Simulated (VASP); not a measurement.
# Bi (P2/m) in VASP: settings compared

Bi is run at these levels: r2SCAN, PBE0; tasks: single point.

Everything below comes from runs of VASP 6.6.1. Logs are shortened: lines on timing, memory, paths and dates and some standing lists are left out, and cuts for length are marked.

## (1) The cell of the first run

The structure is monoclinic, space group P2/m (No. 10). Conventional cell: a = 3.260 Å, b = 3.243 Å, c = 6.487 Å, α = 90.00°, β = 90.72°, γ = 90.00°. Bi (site symmetry m) has 6 Bi at 3.24 to 3.27 Å within 4.3 Å.

## (2) Single point, r2SCAN

File POSCAR:

```
Bi
1.0
    3.2598230713      0.0000000000      0.0000000000
    0.0000000000      3.2429793280      0.0000000000
   -0.0809877086      0.0000000000      6.4865647921
Bi
2
Direct
    0.5442472500      0.0000000000      0.7495778900
    0.4557527500      0.0000000000      0.2504221100
```

File INCAR.step1:

```
ALGO = Normal
EDIFF = 1E-4
ENCUT = 520
GGA = PE
ISMEAR = -1
LASPH = True
LCHARG = False
LREAL = False
LWAVE = True
NBANDS = 22
NELM = 60
PREC = Accurate
SIGMA = 0.05
```

File INCAR.step2:

```
ALGO = Normal
EDIFF = 1E-7
ENCUT = 520
ISIF = 2
ISMEAR = -1
ISTART = 1
LASPH = True
LCHARG = True
LELF = True
LMIXTAU = True
LREAL = False
LVHAR = True
LWAVE = False
METAGGA = R2SCAN
NBANDS = 22
NELM = 60
PREC = Accurate
SIGMA = 0.05
```

File KPOINTS:

```
k-points
0
Gamma
  8 8 4
```

Potentials or basis: VASP PAW PBE potentials, release 64 (Bi_d).

Started as:

```bash
$ cat potpaw_PBE.64/Bi_d/POTCAR > POTCAR
$ cp INCAR.step1 INCAR
$ mpirun -np 1 vasp_std > vasp.out
$ cp INCAR.step2 INCAR
$ mpirun -np 1 vasp_std > vasp.out
```

OUTCAR:

```text
EDIFF = 1E-7
   ENCUT = 520
   ISIF = 2
   ISMEAR = -1
   ISTART = 1
   LASPH = True
   LREAL = False
   METAGGA = R2SCAN
   NELM = 60
   PREC = Accurate

 ion  position               nearest neighbor table
   1  0.544  0.000  0.750-   2 3.25   2 3.27
   2  0.456  0.000  0.250-   1 3.25   1 3.27

  LATTYP: Found a simple monoclinic cell.
 ALAT       =     3.2598230713
 B/A-ratio  =     0.9948329271
 C/A-ratio  =     1.9900068852
 COS(beta)  =    -0.0124844813

  Lattice vectors:

 A1 = (   3.2598230713,   0.0000000000,   0.0000000000)
 A2 = (   0.0000000000,   3.2429793280,   0.0000000000)
 A3 = (  -0.0809877086,   0.0000000000,   6.4865647921)

Analysis of symmetry for initial positions (statically):
=====================================================================
 Subroutine PRICEL returns:
 Original cell was already a primitive cell.

 Routine SETGRP: Setting up the symmetry group for a
 simple monoclinic supercell.

 Subroutine GETGRP returns: Found  4 space group operations
 (whereof  4 operations were pure point group operations)
 out of a pool of  4 trial point group operations.

The static configuration has the point symmetry C_2h.

Analysis of symmetry for dynamics (positions and initial velocities):
=====================================================================
 Subroutine PRICEL returns:
 Original cell was already a primitive cell.

 Routine SETGRP: Setting up the symmetry group for a
 simple monoclinic supercell.

 Subroutine GETGRP returns: Found  4 space group operations
 (whereof  4 operations were pure point group operations)
 out of a pool of  4 trial point group operations.

The dynamic configuration has the point symmetry C_2h.

 Subroutine INISYM returns: Found  4 space group operations
 (whereof  4 operations are pure point group operations),
 and found     1 'primitive' translations

----------------------------------------------------------------------------------------

                                     Primitive cell

  volume of cell :      68.5730

  direct lattice vectors                    reciprocal lattice vectors
     3.259823071  0.000000000  0.000000000     0.306765115  0.000000000  0.003830102
     0.000000000  3.242979328  0.000000000     0.000000000  0.308358426  0.000000000
    -0.080987709  0.000000000  6.486564792     0.000000000  0.000000000  0.154164806

  length of vectors
[... 77 lines left out ...]
   LNONCOLLINEAR =      F non collinear calculations
   LSORBIT =      F    spin-orbit coupling
   LASPH  =      T    aspherical Exc in radial PAW
   ENCUT  =  520.0 eV  38.22 Ry    6.18 a.u.   6.06  6.03 12.06*2*pi/ulx,y,z
   NELM   =     60;   NELMIN=  2; NELMDL=  0     # of ELM steps
   EDIFF  = 0.1E-06   stopping-criterion for ELM
   LREAL  =      F    real-space projection
   EDIFFG = 0.1E-05   stopping-criterion for IOM
   NSW    =      0    number of steps for IOM
   IBRION =     -1    ionic relax: 0-MD 1-quasi-New 2-CG
   NFREE  =      0    steps in history (QN), initial steepest desc. (CG)
   ISIF   =      2    stress and relaxation
   ISYM   =      2    0-nonsym 1-usesym 2-fastsym
   POTIM  = 0.5000    time-step for ionic-motion
   TEBEG  =    0.0;   TEEND  =   0.0 temperature during run
   PSTRESS=    0.0 pullay stress
   NELECT =      30.0000    total number of electrons
   NUPDOWN=      -1.0000    fix difference up-down
   EMIN   =  10.00;   EMAX   =-10.00  energy-range for DOS
   EFERMI =   0.00;   METHOD = LEGACY
   ISMEAR =    -1;   SIGMA  =   0.05  broadening in eV -4-tet -1-fermi 0-gaus
   EFERMI_NEDOS =   21; number of points for ismear=-14 and -15
   IALGO  =     38    algorithm
   IMIX   =      4    mixing-type and parameters
     AMIX     =   0.40;   BMIX     =  1.00
     AMIX_MAG =   1.60;   BMIX_MAG =  1.00
  volume/ion in A,a.u.               =      34.29       231.38
  Fermi-wavevector in a.u.,A,eV,Ry     =   1.242790  2.348532 21.014550  1.544526
  Thomas-Fermi vector in A             =   2.377129
   LORBIT       =      0    0 simple, 1 ext, 2 COOP (PROOUT), +10 PAW based schemes
   METAGGA = R2SCAN    functional components
   LHFCALC =     F    Hartree Fock is set to
   AEXX    =    0.0000 exact exchange contribution
   IVDW    =     0    specifies the selected vdW correction
   LEPSILON=     F    determine dielectric tensor
   LRPA    =     F    only Hartree local field effects (RPA)
 non-spin polarized calculation
  energy-cutoff  :      520.00
  volume of cell :       68.57
 maximum number of plane-waves:      1874
   NGX = 13   NGY = 13   NGZ = 25

 number of electron      30.0000000 magnetization

 Free energy of the ion-electron system (eV)
  ---------------------------------------------------
  ext. energy  EPLUGINS =         0.00000000
  ---------------------------------------------------
  free energy    TOTEN  =      -116.84165129 eV

  energy without entropy =     -116.82757716  energy(sigma->0) =     -116.83461423

 E-fermi :   6.4816     XC(G=0): -10.4025

 val. band max:        6.4763672600   @ k =  -0.3750   0.2500   0.2500
 cond. band min:       6.4880092510   @ k =   0.1250   0.2500   0.2500
 fundamental gap:      0.0116419910
 Fermi energy:         6.4816474417

 k-point     1 :       0.0000    0.0000    0.0000
  band No.  band energies     occupation
      1     -17.1633      2.00000
      2     -17.1534      2.00000
      3     -17.1462      2.00000
      4     -16.8946      2.00000
      5     -16.8942      2.00000
      6     -16.8752      2.00000
[... 589 lines left out ...]
     21      13.0031      0.00000
     22      14.2439      0.00000

 [... further k-points ...]

------------------------ aborting loop because EDIFF is reached ----------------------------------------

  FORCE on cell =-STRESS in cart. coord.  units (eV):
  Direction    XX          YY          ZZ          XY          YZ          ZX
  --------------------------------------------------------------------------------------
  -------------------------------------------------------------------------------------
  Total       -0.0647768      0.2537702     -0.1744551      0.0000000      0.0000000     -0.0420337
  in kB       -1.5134815      5.9292293     -4.0760661      0.0000000      0.0000000     -0.9820997
  external PRESSURE =       0.1132272 kB  Pullay stress =       0.0000000 kB

 VOLUME and BASIS-vectors are now :
 -----------------------------------------------------------------------------
  energy-cutoff  :      520.00
  volume of cell :       68.57
      direct lattice vectors                 reciprocal lattice vectors
     3.259823071  0.000000000  0.000000000     0.306765115  0.000000000  0.003830102
     0.000000000  3.242979328  0.000000000     0.000000000  0.308358426  0.000000000
    -0.080987709  0.000000000  6.486564792     0.000000000  0.000000000  0.154164806

 POSITION                                       TOTAL-FORCE (eV/Angst)
 -----------------------------------------------------------------------------------
      1.71344      0.00000      4.86219        -0.011237     -0.000000     -0.027049
      1.46539      0.00000      1.62438         0.011237      0.000000      0.027049
 -----------------------------------------------------------------------------------
    total drift:                                0.000000     -0.000000      0.000000

  FREE ENERGIE OF THE ION-ELECTRON SYSTEM (eV)
  ---------------------------------------------------
  free  energy   TOTEN  =      -116.8416512947 eV

  energy  without entropy=     -116.8275771564  energy(sigma->0) =     -116.83461423
```

It took 1.8 min on 1 thread of Intel Xeon 6975P-C (Granite Rapids), shared host; peak memory 0.24 GiB.

What came out:

* Free energy: -116.8417 eV
* Pressure: 0.0 GPa
* Largest force: 0.029 eV/Å
* Band gap on the k mesh: zero (band 15 reaches 10.52 eV, above the bottom of band 16 at 3.96 eV)

Forces on the atoms (eV/Å):
```
Bi  -0.011  0.000 -0.027
Bi   0.011  0.000  0.027
```

Stress tensor (GPa, compression positive):
```
-0.15  0.00 -0.10
 0.00  0.59  0.00
-0.10  0.00 -0.41
```

Levels at points of the mesh, in eV from the Fermi level:
```tsv
k point	band 13	band 14	band 15	band 16	band 17	band 18
(0.00, 0.00, 0.00)	-5.16	3.33	3.38	3.40	4.99	5.39
(0.50, 0.00, 0.00)	-5.12	-3.34	-3.21	2.75	5.37	5.70
(0.00, 0.50, 0.00)	-5.18	-3.29	-3.26	3.14	5.33	5.38
(0.50, 0.50, 0.00)	-3.30	-3.22	-1.56	-1.53	-1.39	3.18
(0.00, 0.00, 0.50)	-1.83	-1.79	4.04	4.13	4.23	4.25
(0.50, 0.00, 0.50)	-4.44	-4.41	0.17	0.27	5.84	5.89
(0.00, 0.50, 0.50)	-4.40	-4.38	0.19	0.24	5.89	5.89
(0.50, 0.50, 0.50)	-2.57	-2.55	-2.53	-2.52	2.16	2.27
```

Caveat: the PAW data sets were made with another functional, which shifts forces and pressure a little; spin-orbit coupling is left out, which moves the levels of the heavy elements.

## (3) Single point, PBE0

This run uses another cell than the first one, of 33.61 Å³/atom, 0.980 times its volume.

File POSCAR:

```
Bi
1.0
    3.2383762460      0.0000000000      0.0000000000
    0.0000000000      3.2216433200      0.0000000000
   -0.0804548793      0.0000000000      6.4438887882
Bi
2
Direct
    0.5442472500      0.0000000000      0.7495778900
    0.4557527500      0.0000000000      0.2504221100
```

File INCAR.step1:

```
ALGO = Normal
EDIFF = 1E-5
ENCUT = 520
GGA = PE
ISIF = 2
ISMEAR = -1
LASPH = True
LCHARG = False
LREAL = False
LWAVE = True
NBANDS = 22
NELM = 100
PREC = Accurate
SIGMA = 0.1
```

File INCAR.step2:

```
AEXX = 0.25
ALGO = Normal
EDIFF = 1E-6
ENCUT = 520
GGA = PE
ISIF = 2
ISMEAR = -1
ISTART = 1
LASPH = True
LCHARG = False
LHFCALC = True
LREAL = False
LWAVE = False
NBANDS = 22
NELM = 100
PREC = Accurate
PRECFOCK = Normal
SIGMA = 0.1
```

File KPOINTS:

```
k-points
0
Gamma
  4 4 2
```

Potentials or basis: VASP PAW PBE potentials, release 64 (Bi_d).

Started as:

```bash
$ cat potpaw_PBE.64/Bi_d/POTCAR > POTCAR
$ cp INCAR.step1 INCAR
$ mpirun -np 1 vasp_std > vasp.out
$ cp INCAR.step2 INCAR
$ mpirun -np 1 vasp_std > vasp.out
```

Wall time 23 min (1 thread of Intel Xeon Platinum 8375C at 2.90GHz (Ice Lake), shared host); peak memory 0.19 GiB.

Results (log left out):

```
Free energy            : -9.2785 eV
Pressure               : 0.9 GPa
Largest force          : 0.328 eV/Å
Band gap on the k mesh : zero (band 15 reaches 11.41 eV, above the bottom of band 16 at 3.59 eV)
```

Forces on the atoms (eV/Å):
```
Bi   0.320  0.000 -0.071
Bi  -0.320  0.000  0.071
```

Stress tensor (GPa, compression positive):
```
 0.32  0.00 -0.03
 0.00  3.88  0.00
-0.03  0.00 -1.44
```

Levels at points of the mesh, in eV from the Fermi level:
```tsv
k point	band 11	band 12	band 13	band 14	band 15	band 16	band 17	band 18	band 19	band 20
(0.00, 0.00, 0.00)	-15.15	-12.89	-6.31	3.89	3.92	3.93	5.71	6.17	7.28	8.73
(0.50, 0.00, 0.00)	-12.92	-10.68	-6.26	-4.10	-3.92	2.88	6.16	6.44	8.33	10.80
(0.00, 0.50, 0.00)	-12.90	-10.58	-6.33	-4.01	-4.01	3.22	6.12	6.16	7.98	10.78
(0.50, 0.50, 0.00)	-10.60	-8.33	-4.03	-3.97	-2.04	-2.03	-1.87	3.26	5.68	6.01
(0.00, 0.00, 0.50)	-14.30	-14.27	-2.61	-2.53	4.66	4.76	4.84	4.86	8.45	8.53
(0.50, 0.00, 0.50)	-12.09	-12.04	-5.45	-5.42	0.49	0.64	6.07	6.14	7.06	7.11
(0.00, 0.50, 0.50)	-12.05	-12.02	-5.41	-5.39	0.50	0.58	6.16	6.17	6.91	7.01
(0.50, 0.50, 0.50)	-9.78	-9.73	-3.21	-3.20	-3.19	-3.16	2.75	2.89	4.01	4.03
```

Caveat: the k points lie up to 0.49 Å⁻¹ apart; the PAW data sets were made with another functional, which shifts forces and pressure a little; spin-orbit coupling is left out, which moves the levels of the heavy elements.
